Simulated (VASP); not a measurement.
# SnO2 (P4_2/mnm) in VASP: electric field gradients with r2SCAN

Aim: the electric field gradients of SnO2 with r2SCAN.

Program: VASP 6.6.1. These are calculated values, not measurements. Logs are shortened: lines on timing, memory, paths and dates and some standing lists are left out, and cuts for length are marked.

### Step 1. The cell of the first run

The structure is tetragonal, space group P4_2/mnm (No. 136). The conventional cell has a = 4.765 Å, b = 4.765 Å, c = 3.207 Å, α = 90.00°, β = 90.00°, γ = 90.00°. Sn (site symmetry mmm) has 6 O at 2.06 to 2.07 Å within 2.7 Å. Within 2.7 Å of O (site symmetry m2m) lie 3 Sn at 2.06 to 2.07 Å and 1 O at 2.61 Å.

### Step 2. Electric field gradients, r2SCAN

File POSCAR:

```
SnO2
1.0
    4.7648180450      0.0000000000      0.0000000000
    0.0000000000      4.7648180450      0.0000000000
    0.0000000000      0.0000000000      3.2074997700
Sn O
2 4
Direct
    0.5000000000      0.5000000000      0.5000000000
    0.0000000000      0.0000000000      0.0000000000
    0.1940277000      0.8059723000      0.5000000000
    0.8059723000      0.1940277000      0.5000000000
    0.3059723000      0.3059723000      0.0000000000
    0.6940277000      0.6940277000      0.0000000000
```

File INCAR.step1:

```
SYSTEM = SnO2
  PREC = Accurate
  ENCUT = 520
  ISMEAR = -1
  SIGMA = 0.01
  LREAL = .False.
  LASPH = .True.
  NELM = 100
  NBANDS = 35
  GGA = PE
  ALGO = Normal
  EDIFF = 1E-4
  LWAVE = .True.
  LCHARG = .False.
```

File INCAR.step2:

```
SYSTEM = SnO2
  PREC = Accurate
  ENCUT = 520
  EDIFF = 1E-8
  ISMEAR = -1
  SIGMA = 0.01
  LREAL = .False.
  LASPH = .True.
  NELM = 100
  ALGO = Normal
  ISIF = 2
  LWAVE = .False.
  LCHARG = .False.
  METAGGA = R2SCAN
  LMIXTAU = .True.
  LEFG = .True.
  NBANDS = 35
  ISTART = 1
```

File KPOINTS:

```
regular mesh
0
Gamma
  7 7 10
  0 0 0
```

Potentials or basis: VASP PAW PBE potentials, release 64 (Sn_d, O).

Started as:

```sh
cat potpaw_PBE.64/Sn_d/POTCAR potpaw_PBE.64/O/POTCAR > POTCAR
cp INCAR.step1 INCAR
mpirun -np 1 vasp_std > vasp.out
cp INCAR.step2 INCAR
mpirun -np 1 vasp_std > vasp.out
```

OUTCAR:

```text
SYSTEM = SnO2
   PREC = Accurate
   ENCUT = 520
   EDIFF = 1E-8
   ISMEAR = -1
   LREAL = .False.
   LASPH = .True.
   NELM = 100
   ISIF = 2
   METAGGA = R2SCAN
   ISTART = 1

 ion  position               nearest neighbor table
   1  0.500  0.500  0.500-   3 2.06   4 2.06   5 2.07   6 2.07   5 2.07   6 2.07   2 3.73   2 3.73
                             2 3.73   2 3.73   2 3.73   2 3.73   2 3.73   2 3.73
   2  0.000  0.000  0.000-   5 2.06   6 2.06   3 2.07   4 2.07   3 2.07   4 2.07   1 3.73   1 3.73
                             1 3.73   1 3.73   1 3.73   1 3.73   1 3.73   1 3.73
   3  0.194  0.806  0.500-   1 2.06   2 2.07   2 2.07
   4  0.806  0.194  0.500-   1 2.06   2 2.07   2 2.07
   5  0.306  0.306  0.000-   2 2.06   1 2.07   1 2.07
   6  0.694  0.694  0.000-   2 2.06   1 2.07   1 2.07

  LATTYP: Found a simple tetragonal cell.
 ALAT       =     4.7648180450
 C/A-ratio  =     0.6731631176

  Lattice vectors:

 A1 = (   4.7648180450,   0.0000000000,   0.0000000000)
 A2 = (   0.0000000000,   4.7648180450,   0.0000000000)
 A3 = (   0.0000000000,   0.0000000000,   3.2074997700)

Analysis of symmetry for initial positions (statically):
=====================================================================
 Subroutine PRICEL returns:
 Original cell was already a primitive cell.

 Routine SETGRP: Setting up the symmetry group for a
 simple tetragonal supercell.

 Subroutine GETGRP returns: Found 16 space group operations
 (whereof  8 operations were pure point group operations)
 out of a pool of 16 trial point group operations.

The static configuration has the point symmetry D_2h.
 The point group associated with its full space group is D_4h.

Analysis of symmetry for dynamics (positions and initial velocities):
=====================================================================
 Subroutine PRICEL returns:
 Original cell was already a primitive cell.

 Routine SETGRP: Setting up the symmetry group for a
 simple tetragonal supercell.

 Subroutine GETGRP returns: Found 16 space group operations
 (whereof  8 operations were pure point group operations)
 out of a pool of 16 trial point group operations.

The dynamic configuration has the point symmetry D_2h.
 The point group associated with its full space group is D_4h.

 Subroutine INISYM returns: Found 16 space group operations
 (whereof  8 operations are pure point group operations),
 and found     1 'primitive' translations

----------------------------------------------------------------------------------------

                                     Primitive cell

  volume of cell :      72.8214

  direct lattice vectors                    reciprocal lattice vectors
     4.764818045  0.000000000  0.000000000     0.209871603  0.000000000  0.000000000
     0.000000000  4.764818045  0.000000000     0.000000000  0.209871603  0.000000000
     0.000000000  0.000000000  3.207499770     0.000000000  0.000000000  0.311769313

  length of vectors
     4.764818045  4.764818045  3.207499770     0.209871603  0.209871603  0.311769313

  position of ions in fractional coordinates (direct lattice)
     0.500000000  0.500000000  0.500000000
     0.000000000  0.000000000  0.000000000
     0.194027700  0.805972300  0.500000000
     0.805972300  0.194027700  0.500000000
     0.305972300  0.305972300  0.000000000
     0.694027700  0.694027700  0.000000000

  ion indices of the primitive-cell ions
   primitive index   ion index
                 1           1
                 2           2
                 3           3
                 4           4
                 5           5
                 6           6

----------------------------------------------------------------------------------------

 KPOINTS: regular mesh

Automatic generation of k-mesh.
 Grid dimensions read from file:
 generate k-points for:    7    7   10

 Generating k-lattice:

  Cartesian coordinates                     Fractional coordinates (reciprocal lattice)
     0.029981658  0.000000000  0.000000000     0.142857143  0.000000000  0.000000000
     0.000000000  0.029981658  0.000000000     0.000000000  0.142857143  0.000000000
     0.000000000  0.000000000  0.031176931     0.000000000  0.000000000  0.100000000

  Length of vectors
     0.029981658  0.029981658  0.031176931

  Shift w.r.t. Gamma in fractional coordinates (k-lattice)
     0.000000000  0.000000000  0.000000000

 Subroutine IBZKPT returns following result:
 ===========================================

 Found     60 irreducible k-points:

 Following reciprocal coordinates:
            Coordinates               Weight
  0.000000  0.000000  0.000000      1.000000
  0.142857  0.000000  0.000000      4.000000
  0.285714  0.000000  0.000000      4.000000
  0.428571  0.000000  0.000000      4.000000
  0.142857  0.142857  0.000000      4.000000
  0.285714  0.142857  0.000000      8.000000
[... 16 lines left out ...]
  0.285714  0.000000  0.200000      8.000000
  0.428571  0.000000  0.200000      8.000000
 [... further k-points ...]
   k-points           NKPTS =     60   k-points in BZ     NKDIM =     60   number of bands    NBANDS=     35
   number of dos      NEDOS =    301   number of ions     NIONS =      6
   total plane-waves  NPLWV =  31104
   dimension x,y,z NGX =    36 NGY =   36 NGZ =   24
   dimension x,y,z NGXF=    72 NGYF=   72 NGZF=   48
   ions per type =               2   4
   NGX,Y,Z   is equivalent  to a cutoff of  12.56, 12.56, 12.44 a.u.
   NGXF,Y,Z  is equivalent  to a cutoff of  25.12, 25.12, 24.88 a.u.
 SYSTEM =  SnO2
   PREC   = accura    normal or accurate (medium, high low for compatibility)
   ISTART =      1    job   : 0-new  1-cont  2-samecut
   ICHARG =      0    charge: 1-file 2-atom 10-const
   ISPIN  =      1    spin polarized calculation?
   LNONCOLLINEAR =      F non collinear calculations
   LSORBIT =      F    spin-orbit coupling
   LASPH  =      T    aspherical Exc in radial PAW
   ENCUT  =  520.0 eV  38.22 Ry    6.18 a.u.   8.86  8.86  5.96*2*pi/ulx,y,z
   NELM   =    100;   NELMIN=  2; NELMDL=  0     # of ELM steps
   EDIFF  = 0.1E-07   stopping-criterion for ELM
   LREAL  =      F    real-space projection
   EDIFFG = 0.1E-06   stopping-criterion for IOM
   NSW    =      0    number of steps for IOM
   IBRION =     -1    ionic relax: 0-MD 1-quasi-New 2-CG
   NFREE  =      0    steps in history (QN), initial steepest desc. (CG)
   ISIF   =      2    stress and relaxation
   ISYM   =      2    0-nonsym 1-usesym 2-fastsym
   POTIM  = 0.5000    time-step for ionic-motion
   TEBEG  =    0.0;   TEEND  =   0.0 temperature during run
   PSTRESS=    0.0 pullay stress
   NELECT =      52.0000    total number of electrons
   NUPDOWN=      -1.0000    fix difference up-down
   EMIN   =  10.00;   EMAX   =-10.00  energy-range for DOS
   EFERMI =   0.00;   METHOD = LEGACY
   ISMEAR =    -1;   SIGMA  =   0.01  broadening in eV -4-tet -1-fermi 0-gaus
   EFERMI_NEDOS =   21; number of points for ismear=-14 and -15
   IALGO  =     38    algorithm
   IMIX   =      4    mixing-type and parameters
     AMIX     =   0.40;   BMIX     =  1.00
     AMIX_MAG =   1.60;   BMIX_MAG =  1.00
  volume/ion in A,a.u.               =      12.14        81.90
  Fermi-wavevector in a.u.,A,eV,Ry     =   1.463265  2.765169 29.132021  2.141143
  Thomas-Fermi vector in A             =   2.579380
   LORBIT       =      0    0 simple, 1 ext, 2 COOP (PROOUT), +10 PAW based schemes
   METAGGA = R2SCAN    functional components
   LHFCALC =     F    Hartree Fock is set to
   AEXX    =    0.0000 exact exchange contribution
   IVDW    =     0    specifies the selected vdW correction
   LEPSILON=     F    determine dielectric tensor
   LRPA    =     F    only Hartree local field effects (RPA)
 non-spin polarized calculation
  energy-cutoff  :      520.00
  volume of cell :       72.82
 maximum number of plane-waves:      1988
 NGX is ok and might be reduce to    36
   NGX = 17   NGY = 17   NGZ = 11

 number of electron      52.0000006 magnetization

 Free energy of the ion-electron system (eV)
  ---------------------------------------------------
  ext. energy  EPLUGINS =         0.00000000
  ---------------------------------------------------
  free energy    TOTEN  =       -84.63134420 eV

  energy without entropy =      -84.63134420  energy(sigma->0) =      -84.63134420

 E-fermi :   5.7209     XC(G=0): -11.9461

 val. band max:        5.5097621176   @ k =   0.0000   0.0000   0.0000
 cond. band min:       7.2515979524   @ k =   0.0000   0.0000   0.0000
 fundamental gap:      1.7418358347
 Fermi energy:         5.7208797904

 k-point     1 :       0.0000    0.0000    0.0000
  band No.  band energies     occupation
      1     -16.2188      2.00000
      2     -15.3131      2.00000
      3     -15.0250      2.00000
      4     -15.0250      2.00000
      5     -15.0030      2.00000
      6     -14.9637      2.00000
[... 27 lines left out ...]
     34      18.5595      0.00000
     35      18.9108      0.00000

 k-point     2 :       0.1429    0.0000    0.0000
  band No.  band energies     occupation
      1     -16.1844      2.00000
      2     -15.3556      2.00000
      3     -15.0238      2.00000
      4     -15.0237      2.00000
      5     -15.0044      2.00000
      6     -14.9947      2.00000
[... 27 lines left out ...]
     34      18.5357      0.00000
     35      18.8748      0.00000
[... 796 lines left out ...]
     34      18.5824      0.00000
     35      18.6499      0.00000

 k-point    24 :       0.4286    0.0000    0.2000
  band No.  band energies     occupation
      1     -15.8654      2.00000
      2     -15.7474      2.00000
      3     -15.2973      2.00000
      4     -15.2205      2.00000
      5     -14.9226      2.00000
      6     -14.9180      2.00000
[... 27 lines left out ...]
     34      18.7514      0.00000
     35      18.8295      0.00000

 [... further k-points ...]

------------------------ aborting loop because EDIFF is reached ----------------------------------------

  FORCE on cell =-STRESS in cart. coord.  units (eV):
  Direction    XX          YY          ZZ          XY          YZ          ZX
  --------------------------------------------------------------------------------------
  -------------------------------------------------------------------------------------
  Total        0.0716974      0.0716974      0.0761257     -0.0000000      0.0000000      0.0000000
  in kB        1.5774457      1.5774457      1.6748749     -0.0000000      0.0000000      0.0000000
  external PRESSURE =       1.6099221 kB  Pullay stress =       0.0000000 kB

 VOLUME and BASIS-vectors are now :
 -----------------------------------------------------------------------------
  energy-cutoff  :      520.00
  volume of cell :       72.82
      direct lattice vectors                 reciprocal lattice vectors
     4.764818045  0.000000000  0.000000000     0.209871603  0.000000000  0.000000000
     0.000000000  4.764818045  0.000000000     0.000000000  0.209871603  0.000000000
     0.000000000  0.000000000  3.207499770     0.000000000  0.000000000  0.311769313

 POSITION                                       TOTAL-FORCE (eV/Angst)
 -----------------------------------------------------------------------------------
      2.38241      2.38241      1.60375         0.000000     -0.000000      0.000000
      0.00000      0.00000      0.00000         0.000000     -0.000000      0.000000
      0.92451      3.84031      1.60375         0.013413     -0.013413      0.000000
      3.84031      0.92451      1.60375        -0.013413      0.013413      0.000000
      1.45790      1.45790      0.00000        -0.013413     -0.013413      0.000000
      3.30692      3.30692      0.00000         0.013413      0.013413      0.000000
 -----------------------------------------------------------------------------------
    total drift:                                0.000000      0.000000      0.000000

  FREE ENERGIE OF THE ION-ELECTRON SYSTEM (eV)
  ---------------------------------------------------
  free  energy   TOTEN  =       -84.6313442029 eV

  energy  without entropy=      -84.6313442029  energy(sigma->0) =      -84.63134420

 Electric field gradients (V/A^2)
---------------------------------------------------------------------
 ion       V_xx      V_yy      V_zz      V_xy      V_xz      V_yz
---------------------------------------------------------------------
   1      24.955    24.955   -49.909    28.410    -0.000    -0.000
   2      24.955    24.955   -49.909   -28.410    -0.000    -0.000
   3     -23.589   -23.589    47.177   -81.733     0.000     0.000
   4     -23.589   -23.589    47.177   -81.733    -0.000     0.000
   5     -23.589   -23.589    47.177    81.733     0.000     0.000
   6     -23.589   -23.589    47.177    81.733     0.000     0.000
---------------------------------------------------------------------

 Electric field gradients after diagonalization (V/A^2)
 (convention: |V_zz| > |V_xx| > |V_yy|)
----------------------------------------------------------------------
 ion       V_xx      V_yy      V_zz     asymmetry (V_yy - V_xx)/ V_zz
----------------------------------------------------------------------
   1     -49.909    -3.456    53.365       0.870
   2     -49.909    -3.456    53.365       0.870
   3      58.144    47.177  -105.321       0.104
   4      58.144    47.177  -105.321       0.104
   5      58.144    47.177  -105.321       0.104
   6      58.144    47.177  -105.321       0.104
----------------------------------------------------------------------

           NMR quadrupolar parameters

 Cq : quadrupolar parameter    Cq=e*Q*V_zz/h
 eta: asymmetry parameters     (V_yy - V_xx)/ V_zz
 Q  : nuclear electric quadrupole moment in mb (millibarn)
----------------------------------------------------------------------
 ion       Cq(MHz)       eta       Q (mb)
----------------------------------------------------------------------
   1       0.129       0.870       1.000
   2       0.129       0.870       1.000
   3      -0.255       0.104       1.000
   4      -0.255       0.104       1.000
   5      -0.255       0.104       1.000
   6      -0.255       0.104       1.000
----------------------------------------------------------------------
```

Wall time 19 min (1 thread of AMD EPYC 7R43 (Zen 3), shared host); peak memory 0.23 GiB.

Results:

| Item | Value |
| --- | --- |
| Free energy | -84.6313 eV |
| Pressure | 0.2 GPa |
| Largest force | 0.019 eV/Å |
| Band gap on the k mesh | 1.74 eV |
| Largest electric field gradient by atom | Sn +53.4; O -105.3 V/Å² |

Forces on the atoms (eV/Å):
```
Sn   0.000  0.000  0.000
Sn   0.000  0.000  0.000
O    0.013 -0.013  0.000
O   -0.013  0.013  0.000
O   -0.013 -0.013  0.000
O    0.013  0.013  0.000
```

Levels at points of the mesh, in eV from the valence-band top:
| k point | band 22 | band 23 | band 24 | band 25 | band 26 | band 27 | band 28 | band 29 | band 30 | band 31 |
| --- | --- | --- | --- | --- | --- | --- | --- | --- | --- | --- |
| (0.00, 0.00, 0.00) | -1.22 | -1.22 | -0.77 | -0.77 | 0.00 | 1.74 | 6.76 | 7.02 | 7.02 | 11.09 |
| (0.00, 0.00, 0.50) | -2.59 | -1.66 | -1.66 | -1.26 | -1.26 | 6.82 | 6.82 | 10.50 | 10.50 | 11.51 |

Electric field gradients, principal values (V/Å²):
```tsv
atom	least	middle	greatest (by size)
1 Sn	-3.456	-49.909	53.365
2 Sn	-3.456	-49.909	53.365
3 O	47.177	58.144	-105.321
4 O	47.177	58.144	-105.321
5 O	47.177	58.144	-105.321
6 O	47.177	58.144	-105.321
```

Caveat: without QUAD_EFG the Cq values of the log hold for a quadrupole moment of 1 mb, not for the nuclei; the PAW data sets were made with another functional, which shifts forces and pressure a little; spin-orbit coupling is left out, which moves the levels of the heavy elements.
